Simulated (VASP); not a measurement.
# Cu (I4/mmm) in VASP: further runs

The runs below take Cu through single point, with r2SCAN.

Program: VASP 6.6.1. These are calculated values, not measurements. Logs are shortened: lines on timing, memory, paths and dates and some standing lists are left out, and cuts for length are marked.

## Step 1: The cell of the first run

Symmetry: I4/mmm, No. 139, tetragonal system. Conventional cell: a = 2.929 Å, b = 2.929 Å, c = 2.757 Å, α = 90.00°, β = 90.00°, γ = 90.00°. Within 3.3 Å of Cu (site symmetry 4/mmm) lie 14 Cu at 2.49 to 2.93 Å.

## Step 2: Single point, r2SCAN (11.82 Å³/atom)

Contents of POSCAR:

```
Cu
1.0
   -1.4644409647      1.4644409647      1.3783146004
    1.4644409647     -1.4644409647      1.3783146004
    1.4644409647      1.4644409647     -1.3783146004
Cu
1
Direct
    0.0000000000      0.0000000000      0.0000000000
```

Contents of INCAR.step1:

```
PREC     = Accurate       # precision mode
ENCUT    = 520            # plane-wave cutoff, eV
ISMEAR   = 0              # smearing method
SIGMA    = 0.1            # smearing width, eV
LREAL    = False          # projectors in reciprocal space
LASPH    = True           # aspherical terms in the spheres
NELM     = 80             # most SCF steps
NBANDS   = 12             # bands
GGA      = PE             # functional
ALGO     = Normal         # electronic algorithm
EDIFF    = 1E-4           # SCF threshold, eV
LWAVE    = True           # write WAVECAR
LCHARG   = False          # write CHGCAR
```

Contents of INCAR.step2:

```
PREC     = Accurate       # precision mode
ENCUT    = 520            # plane-wave cutoff, eV
EDIFF    = 1E-6           # SCF threshold, eV
ISMEAR   = 0              # smearing method
SIGMA    = 0.1            # smearing width, eV
LREAL    = False          # projectors in reciprocal space
LASPH    = True           # aspherical terms in the spheres
NELM     = 80             # most SCF steps
ALGO     = Normal         # electronic algorithm
ISIF     = 2              # what is computed and relaxed
LWAVE    = False          # write WAVECAR
LCHARG   = False          # write CHGCAR
METAGGA  = R2SCAN         # meta-GGA
LMIXTAU  = True         
NBANDS   = 12             # bands
ISTART   = 1
```

Contents of KPOINTS:

```
regular mesh
0
Gamma
  20 20 20
```

Potentials or basis: VASP PAW PBE potentials, release 64 (Cu).

The run is started by

```bash
cat potpaw_PBE.64/Cu/POTCAR > POTCAR
cp INCAR.step1 INCAR
mpirun -np 1 vasp_std > vasp.out
cp INCAR.step2 INCAR
mpirun -np 1 vasp_std > vasp.out
```

OUTCAR:

```text
PREC = Accurate
   ENCUT = 520
   EDIFF = 1E-6
   ISMEAR = 0
   LREAL = False
   LASPH = True
   NELM = 80
   ISIF = 2
   METAGGA = R2SCAN
   ISTART = 1

 ion  position               nearest neighbor table
   1  0.000  0.000  0.000-

  LATTYP: Found a body centered tetragonal cell.
 ALAT       =     2.9288819294
 C/A-ratio  =     0.9411882306

  Lattice vectors:

 A1 = (  -1.4644409647,   1.4644409647,   1.3783146004)
 A2 = (   1.4644409647,  -1.4644409647,   1.3783146004)
 A3 = (   1.4644409647,   1.4644409647,  -1.3783146004)

Analysis of symmetry for initial positions (statically):
=====================================================================
 Subroutine PRICEL returns:
 Original cell was already a primitive cell.

 Routine SETGRP: Setting up the symmetry group for a
 body centered tetragonal supercell.

 Subroutine GETGRP returns: Found 16 space group operations
 (whereof 16 operations were pure point group operations)
 out of a pool of 16 trial point group operations.

The static configuration has the point symmetry D_4h.

Analysis of symmetry for dynamics (positions and initial velocities):
=====================================================================
 Subroutine PRICEL returns:
 Original cell was already a primitive cell.

 Routine SETGRP: Setting up the symmetry group for a
 body centered tetragonal supercell.

 Subroutine GETGRP returns: Found 16 space group operations
 (whereof 16 operations were pure point group operations)
 out of a pool of 16 trial point group operations.

The dynamic configuration has the point symmetry D_4h.

 Subroutine INISYM returns: Found 16 space group operations
 (whereof 16 operations are pure point group operations),
 and found     1 'primitive' translations

----------------------------------------------------------------------------------------

                                     Primitive cell

  volume of cell :      11.8237

  direct lattice vectors                    reciprocal lattice vectors
    -1.464440965  1.464440965  1.378314600     0.000000000  0.341427215  0.362761883
     1.464440965 -1.464440965  1.378314600     0.341427215  0.000000000  0.362761883
     1.464440965  1.464440965 -1.378314600     0.341427215  0.341427215  0.000000000

  length of vectors
     2.487755176  2.487755176  2.487755176     0.498165361  0.498165361  0.482850998

  position of ions in fractional coordinates (direct lattice)
     0.000000000  0.000000000  0.000000000

  ion indices of the primitive-cell ions
   primitive index   ion index
                 1           1

----------------------------------------------------------------------------------------

 KPOINTS: regular mesh

Automatic generation of k-mesh.
 Grid dimensions read from file:
 generate k-points for:   20   20   20

 Generating k-lattice:

  Cartesian coordinates                     Fractional coordinates (reciprocal lattice)
     0.000000000  0.017071361  0.018138094     0.050000000  0.000000000  0.000000000
     0.017071361  0.000000000  0.018138094     0.000000000  0.050000000  0.000000000
     0.017071361  0.017071361  0.000000000     0.000000000  0.000000000  0.050000000

  Length of vectors
     0.024908268  0.024908268  0.024142550

  Shift w.r.t. Gamma in fractional coordinates (k-lattice)
     0.000000000  0.000000000  0.000000000

 Subroutine IBZKPT returns following result:
 ===========================================

 Found    641 irreducible k-points:

 Following reciprocal coordinates:
            Coordinates               Weight
  0.000000  0.000000  0.000000      1.000000
  0.050000  0.000000  0.000000      8.000000
  0.100000  0.000000  0.000000      8.000000
  0.150000  0.000000 -0.000000      8.000000
  0.200000  0.000000  0.000000      8.000000
  0.250000  0.000000 -0.000000      8.000000
[... 16 lines left out ...]
 -0.400000  0.050000  0.000000     16.000000
 -0.350000  0.050000 -0.000000     16.000000
 [... further k-points ...]
   k-points           NKPTS =    641   k-points in BZ     NKDIM =    641   number of bands    NBANDS=     12
   number of dos      NEDOS =    301   number of ions     NIONS =      1
   total plane-waves  NPLWV =   8000
   dimension x,y,z NGX =    20 NGY =   20 NGZ =   20
   dimension x,y,z NGXF=    40 NGYF=   40 NGZF=   40
   ions per type =               1
   NGX,Y,Z   is equivalent  to a cutoff of  13.37, 13.37, 13.37 a.u.
   NGXF,Y,Z  is equivalent  to a cutoff of  26.73, 26.73, 26.73 a.u.
 SYSTEM =  unknown system
   PREC   = accura    normal or accurate (medium, high low for compatibility)
   ISTART =      1    job   : 0-new  1-cont  2-samecut
   ICHARG =      0    charge: 1-file 2-atom 10-const
   ISPIN  =      1    spin polarized calculation?
   LNONCOLLINEAR =      F non collinear calculations
   LSORBIT =      F    spin-orbit coupling
   LASPH  =      T    aspherical Exc in radial PAW
   ENCUT  =  520.0 eV  38.22 Ry    6.18 a.u.   4.63  4.63  4.63*2*pi/ulx,y,z
   NELM   =     80;   NELMIN=  2; NELMDL=  0     # of ELM steps
   EDIFF  = 0.1E-05   stopping-criterion for ELM
   LREAL  =      F    real-space projection
   EDIFFG = 0.1E-04   stopping-criterion for IOM
   NSW    =      0    number of steps for IOM
   IBRION =     -1    ionic relax: 0-MD 1-quasi-New 2-CG
   NFREE  =      0    steps in history (QN), initial steepest desc. (CG)
   ISIF   =      2    stress and relaxation
   ISYM   =      2    0-nonsym 1-usesym 2-fastsym
   POTIM  = 0.5000    time-step for ionic-motion
   TEBEG  =    0.0;   TEEND  =   0.0 temperature during run
   PSTRESS=    0.0 pullay stress
   NELECT =      11.0000    total number of electrons
   NUPDOWN=      -1.0000    fix difference up-down
   EMIN   =  10.00;   EMAX   =-10.00  energy-range for DOS
   EFERMI =   0.00;   METHOD = LEGACY
   ISMEAR =     0;   SIGMA  =   0.10  broadening in eV -4-tet -1-fermi 0-gaus
   EFERMI_NEDOS =   21; number of points for ismear=-14 and -15
   IALGO  =     38    algorithm
   IMIX   =      4    mixing-type and parameters
     AMIX     =   0.40;   BMIX     =  1.00
     AMIX_MAG =   1.60;   BMIX_MAG =  1.00
  volume/ion in A,a.u.               =      11.82        79.79
  Fermi-wavevector in a.u.,A,eV,Ry     =   1.598165  3.020095 34.751080  2.554132
  Thomas-Fermi vector in A             =   2.695658
   LORBIT       =      0    0 simple, 1 ext, 2 COOP (PROOUT), +10 PAW based schemes
   METAGGA = R2SCAN    functional components
   LHFCALC =     F    Hartree Fock is set to
   AEXX    =    0.0000 exact exchange contribution
   IVDW    =     0    specifies the selected vdW correction
   LEPSILON=     F    determine dielectric tensor
   LRPA    =     F    only Hartree local field effects (RPA)
 non-spin polarized calculation
 Gauss-broadening in eV      SIGMA  =   0.10
  energy-cutoff  :      520.00
  volume of cell :       11.82
 maximum number of plane-waves:       338
   NGX =  9   NGY =  9   NGZ =  9

 number of electron      10.9999994 magnetization

 Free energy of the ion-electron system (eV)
  ---------------------------------------------------
  ext. energy  EPLUGINS =         0.00000000
  ---------------------------------------------------
  free energy    TOTEN  =       -10.78687712 eV

  energy without entropy =      -10.78452841  energy(sigma->0) =      -10.78570276

 E-fermi :   7.3723     XC(G=0): -13.7407

 val. band max:        7.3707925070   @ k =   0.5000   0.2000   0.1000
 cond. band min:       7.3732690888   @ k =   0.3500   0.1000   0.0500
 fundamental gap:      0.0024765818
 Fermi energy:         7.3722655285

 k-point     1 :       0.0000    0.0000    0.0000
  band No.  band energies     occupation
      1      -2.2717      2.00000
      2       4.0221      2.00000
      3       4.2622      2.00000
      4       4.2623      2.00000
      5       5.0354      2.00000
      6       5.2860      2.00000
      7      32.7253      0.00000
      8      32.7253      0.00000
      9      34.4603      0.00000
     10      36.8799      0.00000
     11      36.9624      0.00000
     12      36.9625      0.00000

 k-point     2 :       0.0500    0.0000    0.0000
  band No.  band energies     occupation
      1      -2.1692      2.00000
      2       4.0310      2.00000
      3       4.2592      2.00000
      4       4.2711      2.00000
      5       5.0369      2.00000
      6       5.2711      2.00000
      7      32.1527      0.00000
      8      32.4137      0.00000
      9      33.5245      0.00000
     10      35.5394      0.00000
     11      35.9205      0.00000
     12      36.4186      0.00000

 k-point     3 :       0.1000    0.0000    0.0000
  band No.  band energies     occupation
      1      -1.8645      2.00000
      2       4.0218      2.00000
      3       4.2461      2.00000
      4       4.3334      2.00000
      5       5.0418      2.00000
      6       5.2345      2.00000
      7      30.2309      0.00000
      8      31.7043      0.00000
      9      31.8848      0.00000
     10      33.9001      0.00000
     11      34.9525      0.00000
     12      36.2534      0.00000
[... 286 lines left out ...]
 k-point    23 :      -0.4000    0.0500    0.0000
  band No.  band energies     occupation
      1       1.9120      2.00000
      2       3.4724      2.00000
      3       4.7411      2.00000
      4       5.1526      2.00000
      5       5.3545      2.00000
      6       5.8339      2.00000
      7      15.8764      0.00000
      8      24.6851      0.00000
      9      26.1311      0.00000
     10      30.0607      0.00000
     11      33.1185      0.00000
     12      42.3608      0.00000

 k-point    24 :      -0.3500    0.0500   -0.0000
  band No.  band energies     occupation
      1       1.3568      2.00000
      2       3.5685      2.00000
      3       4.2856      2.00000
      4       5.1309      2.00000
      5       5.2520      2.00000
      6       5.4953      2.00000
      7      18.2171      0.00000
      8      25.2816      0.00000
      9      26.9606      0.00000
     10      30.4011      0.00000
     11      33.4151      0.00000
     12      40.7291      0.00000

 [... further k-points ...]

------------------------ aborting loop because EDIFF is reached ----------------------------------------

  FORCE on cell =-STRESS in cart. coord.  units (eV):
  Direction    XX          YY          ZZ          XY          YZ          ZX
  --------------------------------------------------------------------------------------
  -------------------------------------------------------------------------------------
  Total       -0.2735392     -0.2735392     -0.2733877      0.0000000      0.0000000      0.0000000
  in kB      -37.0661987    -37.0661987    -37.0456746      0.0000000      0.0000000      0.0000000
  external PRESSURE =     -37.0593573 kB  Pullay stress =       0.0000000 kB

 VOLUME and BASIS-vectors are now :
 -----------------------------------------------------------------------------
  energy-cutoff  :      520.00
  volume of cell :       11.82
      direct lattice vectors                 reciprocal lattice vectors
    -1.464440965  1.464440965  1.378314600     0.000000000  0.341427215  0.362761883
     1.464440965 -1.464440965  1.378314600     0.341427215  0.000000000  0.362761883
     1.464440965  1.464440965 -1.378314600     0.341427215  0.341427215  0.000000000

 POSITION                                       TOTAL-FORCE (eV/Angst)
 -----------------------------------------------------------------------------------
      0.00000      0.00000      0.00000         0.000000      0.000000      0.000000
 -----------------------------------------------------------------------------------
    total drift:                                0.000000     -0.000000      0.000000

  FREE ENERGIE OF THE ION-ELECTRON SYSTEM (eV)
  ---------------------------------------------------
  free  energy   TOTEN  =       -10.7868771163 eV

  energy  without entropy=      -10.7845284106  energy(sigma->0) =      -10.78570276
```

Wall time 5.8 min (1 thread of Intel Xeon 8259CL, shared host); peak memory 0.2 GiB.

What came out:

```yaml
Free_energy: -10.7869 eV
Pressure: -3.7 GPa
Band_gap_on_the_k_mesh: zero (an odd number of electrons rules out a gap without spin polarisation)
```

Levels at points of the mesh, in eV from the Fermi level:
```
           k point  band 3  band 4  band 5  band 6  band 7  band 8  band 9  band 10
(0.00, 0.00, 0.00)   -3.11   -3.11   -2.34   -2.09   25.35   25.35   27.09    29.51
(0.50, 0.00, 0.00)   -2.22   -1.97   -1.44   -0.42    4.84   17.76   17.89    21.64
(0.50, 0.50, 0.00)   -2.40   -2.15   -1.47   -0.90    4.15   19.39   19.75    23.21
(0.50, 0.50, 0.50)   -1.63   -1.63   -1.56    7.88    7.88   10.32   13.36    14.11
```

Caveat: the cell stands under tension; the PAW data sets were made with another functional, which shifts forces and pressure a little.

## Step 3: Single point, r2SCAN (12.17 Å³/atom)

This run uses another cell than the first one, of 12.17 Å³/atom.

Contents of POSCAR:

```
Cu
1.0
   -1.4815316221      1.4815316221      1.3859223034
    1.4815316221     -1.4815316221      1.3859223034
    1.4815316221      1.4815316221     -1.3859223034
Cu
1
Direct
    0.0000000000      0.0000000000      0.0000000000
```

Contents of INCAR.step1:

```
  ALGO = Normal
  EDIFF = 1E-4
  ENCUT = 520
  GGA = PE
  ISMEAR = 0
  LASPH = True
  LCHARG = False
  LREAL = False
  LWAVE = True
  NBANDS = 12
  NELM = 100
  PREC = Accurate
  SIGMA = 0.1
```

Contents of INCAR.step2:

```
  ALGO = Normal
  EDIFF = 1E-7
  ENCUT = 520
  ISIF = 2
  ISMEAR = 0
  ISTART = 1
  LASPH = True
  LCHARG = False
  LMIXTAU = True
  LREAL = False
  LWAVE = False
  METAGGA = R2SCAN
  NBANDS = 12
  NELM = 100
  PREC = Accurate
  SIGMA = 0.1
```

Contents of KPOINTS:

```
k-points
0
Gamma
  20 20 20
```

Potentials or basis: VASP PAW PBE potentials, release 64 (Cu).

The run is started by

```bash
cat potpaw_PBE.64/Cu/POTCAR > POTCAR
cp INCAR.step1 INCAR
mpirun -np 1 vasp_std > vasp.out
cp INCAR.step2 INCAR
mpirun -np 1 vasp_std > vasp.out
```

It used 240 s of CPU time on 1 thread of Intel Xeon 8259CL, on a shared host.

The run converged. Its results:

```yaml
Free_energy: -10.7752 eV
Pressure: -7.4 GPa
Band_gap_on_the_k_mesh: zero (an odd number of electrons rules out a gap without spin polarisation)
```

Levels at points of the mesh, in eV from the Fermi level:
```csv
k point,band 3,band 4,band 5,band 6,band 7,band 8,band 9,band 10
"(0.00, 0.00, 0.00)",-3.01,-3.01,-2.29,-2.03,24.96,24.96,26.90,28.91
"(0.50, 0.00, 0.00)",-2.18,-1.91,-1.42,-0.33,4.71,17.48,17.49,21.25
"(0.50, 0.50, 0.00)",-2.36,-2.11,-1.45,-0.85,3.96,19.26,19.49,22.96
"(0.50, 0.50, 0.50)",-1.61,-1.61,-1.53,7.69,7.69,10.33,13.10,13.79
```

Caveat: the cell stands under tension; the PAW data sets were made with another functional, which shifts forces and pressure a little.

The gap in the log of VASP goes by the Fermi energy; the results here count the filled bands.